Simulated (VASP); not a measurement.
Wanted: the native input for a VASP 6.6.1 run.

| Item | Value |
| --- | --- |
| Task | single point |
| Functional | r2SCAN |
| Potentials or basis | VASP PAW PBE potentials, release 64 (Ga_d, As) |
| Cutoff | 520 eV |
| k mesh | 3 × 3 × 4 |
| Occupations | gaussian, width 0.1 eV |
| Spin | no spin polarisation |
| Dipole correction | no |
| Further INCAR settings | ALGO = Normal; EDIFF = 1e-06; NBANDS = 54 |

Ga3As:

```
Ga As
1.0
     6.14654    0.00000    0.00000
    -3.07327    5.32306    0.00000
     0.00000    0.00000    4.93355
Ga As
6 2
Direct
  0.83300 0.66600 0.25000
  0.16700 0.83300 0.75000
  0.33400 0.16700 0.25000
  0.16700 0.33400 0.75000
  0.83300 0.16700 0.25000
  0.66600 0.83300 0.75000
  0.33333 0.66667 0.25000
  0.66667 0.33333 0.75000
```

One way to write it, as run:

POSCAR

```
Ga3As
1.0
    6.1465418087      0.0000000000      0.0000000000
   -3.0732709044      5.3230613518      0.0000000000
    0.0000000000      0.0000000000      4.9335481657
Ga As
6 2
Direct
    0.8330000000      0.6660000000      0.2500000000
    0.1670000000      0.8330000000      0.7500000000
    0.3340000000      0.1670000000      0.2500000000
    0.1670000000      0.3340000000      0.7500000000
    0.8330000000      0.1670000000      0.2500000000
    0.6660000000      0.8330000000      0.7500000000
    0.3333333333      0.6666666667      0.2500000000
    0.6666666667      0.3333333333      0.7500000000
```

INCAR.step1

```
SYSTEM = Ga3As
PREC     = Accurate       ! precision mode
ENCUT    = 520            ! plane-wave cutoff, eV
ISMEAR   = 0              ! smearing method
SIGMA    = 0.1            ! smearing width, eV
LREAL    = .False.        ! projectors in reciprocal space
LASPH    = .True.         ! aspherical terms in the spheres
NELM     = 100            ! most SCF steps
NBANDS   = 54             ! bands
GGA      = PE             ! functional
ALGO     = Normal         ! electronic algorithm
EDIFF    = 1E-4           ! SCF threshold, eV
LWAVE    = .True.         ! write WAVECAR
LCHARG   = .False.        ! write CHGCAR
```

INCAR.step2

```
SYSTEM = Ga3As
PREC     = Accurate       ! precision mode
ENCUT    = 520            ! plane-wave cutoff, eV
EDIFF    = 1E-6           ! SCF threshold, eV
ISMEAR   = 0              ! smearing method
SIGMA    = 0.1            ! smearing width, eV
LREAL    = .False.        ! projectors in reciprocal space
LASPH    = .True.         ! aspherical terms in the spheres
NELM     = 100            ! most SCF steps
ALGO     = Normal         ! electronic algorithm
ISIF     = 2              ! what is computed and relaxed
LWAVE    = .False.        ! write WAVECAR
LCHARG   = .False.        ! write CHGCAR
METAGGA  = R2SCAN         ! meta-GGA
LMIXTAU  = .True.       
NBANDS   = 54             ! bands
ISTART   = 1
```

KPOINTS

```
Automatic mesh
0
Gamma
  3 3 4
  0 0 0
```

Potentials or basis: VASP PAW PBE potentials, release 64 (Ga_d, As).

Launch:

```bash
$ cat potpaw_PBE.64/Ga_d/POTCAR potpaw_PBE.64/As/POTCAR > POTCAR
$ cp INCAR.step1 INCAR
$ mpirun -np 1 vasp_std > vasp.out
$ cp INCAR.step2 INCAR
$ mpirun -np 1 vasp_std > vasp.out
```

Results of the run:

The pressure is -3.0 GPa. The largest force is 0.109 eV/Å. The band gap on the k mesh is zero (band 44 reaches 6.67 eV, above the bottom of band 45 at 3.53 eV).

Caveat: the k points lie up to 0.39 Å⁻¹ apart; the PAW data sets were made with another functional, which shifts forces and pressure a little.

Run time: 5 min on 1 thread of AMD EPYC 7R13 Processor (Zen 3), on a shared host, peak memory 0.32 GiB.
